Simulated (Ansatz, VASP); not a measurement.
**Two plane-wave programs on NbTe**

Contents of INCAR:

```
SYSTEM = NbTe
PREC = Accurate
ENCUT = 520
EDIFF = 1E-7
ISMEAR = -1
SIGMA = 0.05
LREAL = .FALSE.
LASPH = .TRUE.
NELM = 150
ALGO = Normal
ISIF = 2
LWAVE = .FALSE.
LCHARG = .FALSE.
LMAXMIX = 4
LDAU = .TRUE.
LDAUTYPE = 2
LDAUL = 2 -1
LDAUU = 8 0
LDAUJ = 0 0
LDAUPRINT = 1
NBANDS = 16
```

Contents of KPOINTS:

```
Automatic mesh
0
G
  8 8 8
  0 0 0
```

File POSCAR:

```
NbTe
1.0
    3.4257000000      0.0000000000      0.0000000000
    0.0000000000      3.4257000000      0.0000000000
    0.0000000000      0.0000000000      3.4257000000
Nb Te
1 1
Direct
    0.5000000000      0.5000000000      0.5000000000
    0.0000000000      0.0000000000      0.0000000000
```

input.yaml

```yaml
crystal:
  lattice:
    - [3.4257, 0.0, 0.0]
    - [0.0, 3.4257, 0.0]
    - [0.0, 0.0, 3.4257]
  atoms:
    - { symbol: Nb, position: [0.5, 0.5, 0.5] }
    - { symbol: Te, position: [0.0, 0.0, 0.0] }
hamiltonian:
  xc: lda
  pseudopotentials: { kind: paw }
  hubbard: { sites: [{ species: Nb, l: d, u_eff: 8.0 }] }
kpoints:
  mp_grid: { grid: [8, 8, 8] }
scf:
  occupations: { method: fermi_dirac, width: 0.05 }
  n_extra_bands: 6
output:
  forces: true
  stress: true
  eigenvalues: true
  dos: { projected: true, de: 0.05, nscf_kmesh: { grid: [12, 12, 12] } }
```

Alike in both runs: functional LDA; k mesh 8 × 8 × 8; occupations fermi-dirac, width 0.05 eV; no spin polarisation; Hubbard terms Nb d U = 8.0 eV.

|  | VASP | Ansatz |
| --- | --- | --- |
| version | VASP 6.6.1 | Ansatz 0.2.0 |
| potentials or method | VASP PAW LDA potentials, release 64 (Nb_sv, Te) | Ansatz PAW |
| plane-wave cutoff (eV) | 520 | 420 |
| valence electrons in the cell | 19 | 29 |
| task | single point | projected density of states |

|  | VASP | Ansatz | Ansatz less VASP |
| --- | --- | --- | --- |
| gap on the k mesh at the Fermi level (eV) | none | none | - |
| pressure (GPa) | 1.7 | 10.4 | +8.71 |

LDA's correlation is that of Perdew and Zunger in VASP and of Perdew and Wang (1992) in Ansatz. The programs project onto different local orbitals, so the same U acts differently, and such runs can settle in different states. A gap of «none» marks a metal or a gap that the smearing closes. VASP's potentials hold 19 valence electrons a cell and Ansatz's 29, so a difference there can come from the potentials and not from the codes.

Spin-orbit coupling is off throughout.
